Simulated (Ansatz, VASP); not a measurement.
# Two plane-wave programs on CdSiN2

```
Cd N Si
1.0
     2.96360    0.00000    0.00000
     0.00000    2.96360    0.00000
     0.00000    0.00000    5.11023
Cd N Si
1 2 1
Direct
  0.00000 0.00000 0.00000
  0.00000 0.50000 0.31797
  0.50000 0.00000 0.68203
  0.50000 0.50000 0.50000
```

Change from the starting cell: biaxial_xy strain -2.3%.

Alike in both runs: task single point; functional PBE; k mesh 8 × 8 × 6; occupations fermi-dirac, width 0.02 eV; no spin polarisation.

|  | VASP | Ansatz |
| --- | --- | --- |
| version | VASP 6.6.1 | Ansatz 0.2.0 |
| potentials or method | VASP PAW PBE potentials, release 64 (Cd, N, Si) | plane waves, PAW |
| plane-wave cutoff (eV) | 520 | 420 |
| valence electrons in the cell | 26 | 34 |

Ansatz gave:

```
gap on the k mesh at the Fermi level (eV) : 1.34
pressure (GPa)                            : 14.4
rms of the force components (eV/Å)        : 0.049
```

Question: Which values does VASP return?

Answer: gap on the k mesh at the Fermi level (eV): 1.37; pressure (GPa): 15.3; rms of the force components (eV/Å): 0.007.

VASP's potentials hold 26 valence electrons a cell and Ansatz's 34, so a difference there can come from the potentials and not from the codes.
